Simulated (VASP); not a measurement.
# NbGaSe3 (P6/mmm) in VASP: single point with PBE

Aim: the single point of NbGaSe3 with PBE.

All numbers are computed with VASP 6.6.1; they aren't measurements. Logs are shortened: lines on timing, memory, paths and dates and some standing lists are left out, and cuts for length are marked.

## (1) The cell of the first run

The structure is hexagonal, space group P6/mmm (No. 191). The conventional cell has a = 5.254 Å, b = 5.254 Å, c = 5.348 Å, α = 90.00°, β = 90.00°, γ = 120.00°. Nb (site symmetry 6/mmm) has 2 Ga at 2.67 Å within 3.5 Å. Ga (site symmetry 6/mmm) has 6 Se at 2.63 Å and 2 Nb at 2.67 Å within 3.5 Å. Within 3.5 Å of Se (site symmetry mmm) lie 4 Se at 2.63 Å and 2 Ga at 2.63 Å.

The cell was generated, and may not be a known phase.

## (2) Single point, PBE, collinear spin

File INCAR:

```
PREC = Accurate
ENCUT = 520
EDIFF = 1E-6
ISMEAR = 0
SIGMA = 0.1
LREAL = F
LASPH = T
NELM = 150
ALGO = Normal
ISIF = 2
LWAVE = F
LCHARG = F
ISPIN = 2
MAGMOM = 2.03 -0.02 -0.09 -0.09 -0.09
LORBIT = 11
LMAXMIX = 4
GGA = PE
NBANDS = 34
```

File KPOINTS:

```
Automatic mesh
0
Gamma
  6 6 4
```

File POSCAR:

```
NbGaSe3
1.0
    5.2535277700      0.0000000000      0.0000000000
   -2.6267638900      4.5496885100      0.0000000000
    0.0000000000      0.0000000000      5.3482305700
Nb Ga Se
1 1 3
Direct
    0.0000000000      0.0000000000      0.5000000000
    0.0000000000      0.0000000000      0.0000000000
    0.5000000000      0.0000000000      0.0000000000
    0.0000000000      0.5000000000      0.0000000000
    0.5000000000      0.5000000000      0.0000000000
```

Potentials or basis: VASP PAW PBE potentials, release 64 (Nb_sv, Ga_d, Se).

Launch:

```
cat potpaw_PBE.64/Nb_sv/POTCAR potpaw_PBE.64/Ga_d/POTCAR potpaw_PBE.64/Se/POTCAR > POTCAR
mpirun -np 1 vasp_std > vasp.out
```

OUTCAR:

```text
PREC = Accurate
   ENCUT = 520
   EDIFF = 1E-6
   ISMEAR = 0
   LREAL = F
   LASPH = T
   NELM = 150
   ISIF = 2
   ISPIN = 2
   LORBIT = 11
   GGA = PE

 ion  position               nearest neighbor table
   1  0.000  0.000  0.500-   2 2.67   2 2.67
   2  0.000  0.000  0.000-   5 2.63   5 2.63   3 2.63   3 2.63   4 2.63   4 2.63   1 2.67   1 2.67

   3  0.500  0.000  0.000-   4 2.63   4 2.63   2 2.63   2 2.63   5 2.63   5 2.63
   4  0.000  0.500  0.000-   3 2.63   3 2.63   5 2.63   5 2.63   2 2.63   2 2.63
   5  0.500  0.500  0.000-   2 2.63   2 2.63   4 2.63   4 2.63   3 2.63   3 2.63

  LATTYP: Found a hexagonal cell.
 ALAT       =     5.2535277700
 C/A-ratio  =     1.0180265155

  Lattice vectors:

 A1 = (   5.2535277700,   0.0000000000,   0.0000000000)
 A2 = (  -2.6267638900,   4.5496885100,   0.0000000000)
 A3 = (   0.0000000000,   0.0000000000,   5.3482305700)

Analysis of symmetry for initial positions (statically):
=====================================================================
 Subroutine PRICEL returns:
 Original cell was already a primitive cell.

 Routine SETGRP: Setting up the symmetry group for a
 hexagonal supercell.

 Subroutine GETGRP returns: Found 24 space group operations
 (whereof 24 operations were pure point group operations)
 out of a pool of 24 trial point group operations.

The static configuration has the point symmetry D_6h.

Analysis of symmetry for dynamics (positions and initial velocities):
=====================================================================
 Subroutine PRICEL returns:
 Original cell was already a primitive cell.

 Routine SETGRP: Setting up the symmetry group for a
 hexagonal supercell.

 Subroutine GETGRP returns: Found 24 space group operations
 (whereof 24 operations were pure point group operations)
 out of a pool of 24 trial point group operations.

The dynamic configuration has the point symmetry D_6h.

Analysis of structural, dynamic, and magnetic symmetry:
=====================================================================
 Subroutine PRICEL returns:
 Original cell was already a primitive cell.

 Routine SETGRP: Setting up the symmetry group for a
 hexagonal supercell.

 Subroutine GETGRP returns: Found 24 space group operations
 (whereof 24 operations were pure point group operations)
 out of a pool of 24 trial point group operations.

The overall configuration has the point symmetry D_6h.

 Subroutine INISYM returns: Found 24 space group operations
 (whereof 24 operations are pure point group operations),
 and found     1 'primitive' translations

----------------------------------------------------------------------------------------

                                     Primitive cell

  volume of cell :     127.8330

  direct lattice vectors                    reciprocal lattice vectors
     5.253527770  0.000000000  0.000000000     0.190348285  0.109897634  0.000000000
    -2.626763890  4.549688510  0.000000000     0.000000000  0.219795267  0.000000000
     0.000000000  0.000000000  5.348230570     0.000000000  0.000000000  0.186977728

  length of vectors
     5.253527770  5.253527774  5.348230570     0.219795267  0.219795267  0.186977728

  position of ions in fractional coordinates (direct lattice)
     0.000000000  0.000000000  0.500000000
     0.000000000  0.000000000  0.000000000
     0.500000000  0.000000000  0.000000000
     0.000000000  0.500000000  0.000000000
     0.500000000  0.500000000  0.000000000

  ion indices of the primitive-cell ions
   primitive index   ion index
                 1           1
                 2           2
                 3           3
                 4           4
                 5           5

----------------------------------------------------------------------------------------

 KPOINTS: Automatic mesh

Automatic generation of k-mesh.
 Grid dimensions read from file:
 generate k-points for:    6    6    4

 Generating k-lattice:

  Cartesian coordinates                     Fractional coordinates (reciprocal lattice)
     0.031724714  0.018316272  0.000000000     0.166666667 -0.000000000  0.000000000
     0.000000000  0.036632544  0.000000000     0.000000000  0.166666667  0.000000000
     0.000000000  0.000000000  0.046744432     0.000000000  0.000000000  0.250000000

  Length of vectors
     0.036632544  0.036632544  0.046744432

  Shift w.r.t. Gamma in fractional coordinates (k-lattice)
     0.000000000  0.000000000  0.000000000

 Subroutine IBZKPT returns following result:
 ===========================================

 Found     21 irreducible k-points:

 Following reciprocal coordinates:
            Coordinates               Weight
  0.000000  0.000000  0.000000      1.000000
  0.166667  0.000000  0.000000      6.000000
  0.333333  0.000000  0.000000      6.000000
  0.500000 -0.000000  0.000000      3.000000
  0.166667  0.166667  0.000000      6.000000
  0.333333  0.166667  0.000000     12.000000
[... 13 lines left out ...]
  0.333333  0.166667  0.500000     12.000000
  0.333333  0.333333  0.500000      2.000000
   k-points           NKPTS =     21   k-points in BZ     NKDIM =     21   number of bands    NBANDS=     34
   number of dos      NEDOS =    301   number of ions     NIONS =      5
   total plane-waves  NPLWV =  64000
   dimension x,y,z NGX =    40 NGY =   40 NGZ =   40
   dimension x,y,z NGXF=    80 NGYF=   80 NGZF=   80
   ions per type =               1   1   3
   NGX,Y,Z   is equivalent  to a cutoff of  12.66, 12.66, 12.43 a.u.
   NGXF,Y,Z  is equivalent  to a cutoff of  25.32, 25.32, 24.87 a.u.
 SYSTEM =  unknown system
   PREC   = accura    normal or accurate (medium, high low for compatibility)
   ISTART =      0    job   : 0-new  1-cont  2-samecut
   ICHARG =      2    charge: 1-file 2-atom 10-const
   ISPIN  =      2    spin polarized calculation?
   LNONCOLLINEAR =      F non collinear calculations
   LSORBIT =      F    spin-orbit coupling
   LASPH  =      T    aspherical Exc in radial PAW
   ENCUT  =  520.0 eV  38.22 Ry    6.18 a.u.   9.77  9.77  9.94*2*pi/ulx,y,z
   NELM   =    150;   NELMIN=  2; NELMDL= -5     # of ELM steps
   EDIFF  = 0.1E-05   stopping-criterion for ELM
   LREAL  =      F    real-space projection
   EDIFFG = 0.1E-04   stopping-criterion for IOM
   NSW    =      0    number of steps for IOM
   IBRION =     -1    ionic relax: 0-MD 1-quasi-New 2-CG
   NFREE  =      0    steps in history (QN), initial steepest desc. (CG)
   ISIF   =      2    stress and relaxation
   ISYM   =      2    0-nonsym 1-usesym 2-fastsym
   POTIM  = 0.5000    time-step for ionic-motion
   TEBEG  =    0.0;   TEEND  =   0.0 temperature during run
   PSTRESS=    0.0 pullay stress
   NELECT =      44.0000    total number of electrons
   NUPDOWN=      -1.0000    fix difference up-down
   EMIN   =  10.00;   EMAX   =-10.00  energy-range for DOS
   EFERMI =   0.00;   METHOD = LEGACY
   ISMEAR =     0;   SIGMA  =   0.10  broadening in eV -4-tet -1-fermi 0-gaus
   EFERMI_NEDOS =   21; number of points for ismear=-14 and -15
   IALGO  =     38    algorithm
   IMIX   =      4    mixing-type and parameters
     AMIX     =   0.40;   BMIX     =  1.00
     AMIX_MAG =   1.60;   BMIX_MAG =  1.00
  volume/ion in A,a.u.               =      25.57       172.53
  Fermi-wavevector in a.u.,A,eV,Ry     =   1.147303  2.168088 17.909405  1.316304
  Thomas-Fermi vector in A             =   2.283983
   LORBIT       =     11    0 simple, 1 ext, 2 COOP (PROOUT), +10 PAW based schemes
   GGA     = PE    functional components
   LHFCALC =     F    Hartree Fock is set to
   AEXX    =    0.0000 exact exchange contribution
   IVDW    =     0    specifies the selected vdW correction
   LEPSILON=     F    determine dielectric tensor
   LRPA    =     F    only Hartree local field effects (RPA)
 spin polarized calculation
 Gauss-broadening in eV      SIGMA  =   0.10
  energy-cutoff  :      520.00
  volume of cell :      127.83
 maximum number of plane-waves:      3466
 NGX is ok and might be reduce to    40
   NGX = 19   NGY = 19   NGZ = 19

 number of electron      44.0000003 magnetization       2.6292279

 Free energy of the ion-electron system (eV)
  ---------------------------------------------------
  ext. energy  EPLUGINS =         0.00000000
  ---------------------------------------------------
  free energy    TOTEN  =       -17.45551118 eV

  energy without entropy =      -17.42829164  energy(sigma->0) =      -17.44190141

 E-fermi :   4.5496     XC(G=0):  -9.2392

 val. band max:        4.5415423578   @ k =   0.3333   0.0000   0.0000
 cond. band min:       4.5507598542   @ k =   0.3333   0.1667   0.2500
 fundamental gap:      0.0092174964
 Fermi energy:         4.5496193379

 spin component 1

 k-point     1 :       0.0000    0.0000    0.0000
  band No.  band energies     occupation
      1     -51.1861      1.00000
      2     -27.4324      1.00000
      3     -27.4324      1.00000
      4     -27.2674      1.00000
      5     -12.0803      1.00000
      6     -10.4699      1.00000
[... 26 lines left out ...]
     33      11.9002      0.00000
     34      11.9006      0.00000

 k-point     2 :       0.1667    0.0000    0.0000
  band No.  band energies     occupation
      1     -51.1861      1.00000
      2     -27.4326      1.00000
      3     -27.4325      1.00000
      4     -27.2674      1.00000
      5     -11.9106      1.00000
      6     -10.4814      1.00000
[... 26 lines left out ...]
     33      11.7858      0.00000
     34      12.1207      0.00000
[... 664 lines left out ...]
     33      11.2582      0.00000
     34      11.6736      0.00000

 k-point    21 :       0.3333    0.3333    0.5000
  band No.  band energies     occupation
      1     -51.1861      1.00000
      2     -27.4330      1.00000
      3     -27.4330      1.00000
      4     -27.2726      1.00000
      5     -10.6280      1.00000
      6     -10.6280      1.00000
[... 26 lines left out ...]
     33      11.6201      0.00000
     34      11.6201      0.00000
 Fermi energy:         4.5496193379

 spin component 2

 k-point     1 :       0.0000    0.0000    0.0000
  band No.  band energies     occupation
      1     -49.8138      1.00000
      2     -25.9968      1.00000
      3     -25.7002      1.00000
      4     -25.7002      1.00000
      5     -12.1612      1.00000
      6     -10.4816      1.00000
[... 26 lines left out ...]
     33      12.2885      0.00000
     34      12.2889      0.00000

 k-point     2 :       0.1667    0.0000    0.0000
  band No.  band energies     occupation
      1     -49.8138      1.00000
      2     -25.9968      1.00000
      3     -25.7004      1.00000
      4     -25.7003      1.00000
      5     -11.9919      1.00000
      6     -10.4941      1.00000
[... 26 lines left out ...]
     33      12.2922      0.00000
     34      12.4814      0.00000
[... 664 lines left out ...]
     33      11.4308      0.00000
     34      11.9373      0.00000

 k-point    21 :       0.3333    0.3333    0.5000
  band No.  band energies     occupation
      1     -49.8138      1.00000
      2     -26.0032      1.00000
      3     -25.7009      1.00000
      4     -25.7009      1.00000
      5     -10.6768      1.00000
      6     -10.6768      1.00000
[... 26 lines left out ...]
     33      11.9067      0.00000
     34      11.9067      0.00000

------------------------ aborting loop because EDIFF is reached ----------------------------------------

  FORCE on cell =-STRESS in cart. coord.  units (eV):
  Direction    XX          YY          ZZ          XY          YZ          ZX
  --------------------------------------------------------------------------------------
  -------------------------------------------------------------------------------------
  Total       14.4757189     14.4757189     -4.5798524     -0.0000000      0.0000000      0.0000000
  in kB      181.4295006    181.4295007    -57.4009713     -0.0000002      0.0000000      0.0000000
  external PRESSURE =     101.8193433 kB  Pullay stress =       0.0000000 kB

 VOLUME and BASIS-vectors are now :
 -----------------------------------------------------------------------------
  energy-cutoff  :      520.00
  volume of cell :      127.83
      direct lattice vectors                 reciprocal lattice vectors
     5.253527770  0.000000000  0.000000000     0.190348285  0.109897634  0.000000000
    -2.626763890  4.549688510  0.000000000     0.000000000  0.219795267  0.000000000
     0.000000000  0.000000000  5.348230570     0.000000000  0.000000000  0.186977728

 POSITION                                       TOTAL-FORCE (eV/Angst)
 -----------------------------------------------------------------------------------
      0.00000      0.00000      2.67412         0.000000      0.000000      0.000000
      0.00000      0.00000      0.00000        -0.000000      0.000000      0.000000
      2.62676      0.00000      0.00000         0.000000      0.000000      0.000000
     -1.31338      2.27484      0.00000         0.000000      0.000000      0.000000
      1.31338      2.27484      0.00000        -0.000000      0.000000      0.000000
 -----------------------------------------------------------------------------------
    total drift:                                0.000000      0.000000     -0.000000

  FREE ENERGIE OF THE ION-ELECTRON SYSTEM (eV)
  ---------------------------------------------------
  free  energy   TOTEN  =       -17.4555111842 eV

  energy  without entropy=      -17.4282916359  energy(sigma->0) =      -17.44190141

 total charge

# of ion       s       p       d       tot
------------------------------------------
    1        2.107   5.898   2.631  10.636
    2        1.012   0.735  10.031  11.777
    3        1.541   2.170   0.088   3.799
    4        1.541   2.170   0.088   3.799
    5        1.541   2.170   0.088   3.799
--------------------------------------------------
tot          7.743  13.143  12.924  33.811

 magnetization (x)

# of ion       s       p       d       tot
------------------------------------------
    1        0.037   0.013   1.976   2.026
    2       -0.021  -0.016   0.007  -0.029
    3        0.001  -0.085   0.000  -0.084
    4        0.001  -0.085   0.000  -0.084
    5        0.001  -0.085   0.000  -0.084
--------------------------------------------------
tot          0.020  -0.258   1.983   1.746
```

It took 2.3 min on 1 thread of Intel Xeon Platinum 8488C (Sapphire Rapids), shared host; peak memory 0.37 GiB.

Results:

```
Free energy                                           : -17.4555 eV
Pressure                                              : 10.2 GPa
Net moment                                            : 2.63 μB per cell
Site moments                                          : Nb +2.03; Ga -0.03; Se -0.08 μB
Valence electrons inside the program's atomic spheres : Nb 10.64; Ga 11.78; Se 3.80
```

Levels at points of the mesh, in eV from the Fermi level:
Spin up:
```tsv
k point	band 20	band 21	band 22	band 23	band 24	band 25	band 26	band 27
(0.00, 0.00, 0.00)	-0.94	-0.68	-0.68	-0.48	-0.48	2.15	2.25	2.28
(0.50, 0.00, 0.00)	-1.82	-0.81	-0.70	-0.07	0.31	0.45	0.51	0.99
(0.00, 0.00, 0.50)	-1.72	-0.05	-0.05	0.48	0.48	0.74	2.29	3.31
(0.50, 0.00, 0.50)	-1.90	-1.54	-0.72	-0.30	-0.25	0.08	0.70	0.93
```
Spin down:
```csv
k point,band 17,band 18,band 19,band 20,band 21,band 22,band 23,band 24,band 25,band 26
"(0.00, 0.00, 0.00)",-5.19,-1.10,-1.10,-0.09,0.82,0.82,1.61,1.61,2.18,2.40
"(0.50, 0.00, 0.00)",-3.26,-2.50,-2.20,-1.58,-0.23,1.00,1.14,1.65,1.85,2.00
"(0.00, 0.00, 0.50)",-4.76,-1.50,-1.50,-0.97,1.52,1.52,2.01,2.19,2.20,2.20
"(0.50, 0.00, 0.50)",-3.73,-2.45,-2.21,-1.58,-1.32,0.53,0.90,1.63,1.73,1.86
```

Caveat: the stress differs along the axes, from -6 to 18 GPa.
